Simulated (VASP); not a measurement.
ZrIn2Te2:

```
Zr In Te
1.0
     3.82909    0.00000    0.00000
    -1.91455    3.31609    0.00000
     0.00000    0.00000   12.21588
Zr In Te
1 2 2
Direct
  0.00000 0.00000 0.50000
  0.00000 0.00000 0.12976
  0.00000 0.00000 0.87024
  0.33333 0.66667 0.34440
  0.66667 0.33333 0.65560
```

* Program: VASP 6.6.1
* Task: relaxation of cell and atoms
* Functional: PBE
* Potentials or basis: VASP PAW PBE potentials, release 64 (Zr_sv, In_d, Te)
* Cutoff: 500 eV
* k mesh: 12 × 12 × 4
* Occupations: gaussian, width 0.1 eV
* Spin: no spin polarisation

At the start: pressure -0.0 GPa; volume 31.02 Å³/atom.

How do energy, volume and symmetry change on relaxing?

Over 11 steps the energy falls by 2.5 meV/atom and the volume is 31.25 Å³/atom (+0.7 %); space group P-3m1 (No. 164, to 0.1 Å) before and after.

The path:
```csv
step,energy change (eV),largest force (eV/Å),pressure (GPa),volume (Å³)
1,0.0000,0.0603,-0.02,155.11
2,-0.0076,0.0248,0.19,155.03
3,-0.0094,0.0912,0.37,154.95
4,-0.0116,0.0403,-0.13,156.77
5,-0.0117,0.0375,-0.05,156.48
6,-0.0119,0.0342,-0.03,156.42
7,-0.0123,0.0266,0.02,156.28
8,-0.0123,0.0237,0.04,156.23
9,-0.0125,0.0155,-0.05,156.45
10,-0.0125,0.0146,-0.04,156.43
11,-0.0125,0.0091,0.01,156.27
```

Final structure:
```
Zr In Te
1.0
     3.88236    0.00000    0.00000
    -1.94118    3.36222    0.00000
     0.00000    0.00000   11.97165
Zr In Te
1 2 2
Direct
  0.00000 0.00000 0.50000
  0.00000 0.00000 0.13114
  0.00000 0.00000 0.86886
  0.33333 0.66667 0.34398
  0.66667 0.33333 0.65602
```
